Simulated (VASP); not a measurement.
The system is As.

```xyz
2
Lattice="1.8808 1.0859 3.5141 -1.8808 1.0859 3.5141 0.0000 -2.1718 3.5141" Properties=species:S:1:pos:R:3 pbc="T T T"
As    0.0000    0.0000    2.3825
As    0.0000    0.0000    8.1597
```

* Program: VASP 6.6.1
* Task: relaxation of cell and atoms
* Functional: BLYP
* Dispersion: D3(BJ)
* Potentials or basis: VASP PAW PBE potentials, release 64 (As)
* Cutoff: 600 eV
* k mesh: 9 × 9 × 9
* Occupations: fermi-dirac, width 0.05 eV
* Spin: no spin polarisation

At the start: pressure 2.3 GPa; volume 21.53 Å³/atom.

Question: How do energy, volume and symmetry change on relaxing?

Answer: Over 11 steps the energy falls by 10.1 meV/atom and the volume is 21.59 Å³/atom (+0.3 %); space group R-3m (No. 166, to 0.05 Å).

Step by step:
```
step  energy change (eV)  largest force (eV/Å)  pressure (GPa)  volume (Å³)
   1              0.0000                0.5151            2.29        43.06
   2             -0.0078                0.1898           -2.18        45.01
   3             -0.0155                0.0874           -0.43        44.18
   4             -0.0171                0.0498           -0.26        43.91
   5             -0.0188                0.0221            0.12        43.38
   6             -0.0188                0.0348            0.17        43.29
   7             -0.0200                0.0281           -0.02        43.25
   8             -0.0201                0.0258           -0.09        43.23
   9             -0.0201                0.0258           -0.11        43.23
  10             -0.0201                0.0240            0.18        43.10
  11             -0.0202                0.0038            0.03        43.17
```

Final structure:
```xyz
2
Lattice="1.9040 1.0993 3.4375 -1.9040 1.0993 3.4375 0.0000 -2.1986 3.4375" Properties=species:S:1:pos:R:3 pbc="T T T"
As    0.0000    0.0000    2.3629
As    0.0000    0.0000    7.9498
```

Caveat: the PAW data sets were made with another functional, which shifts forces and pressure a little.
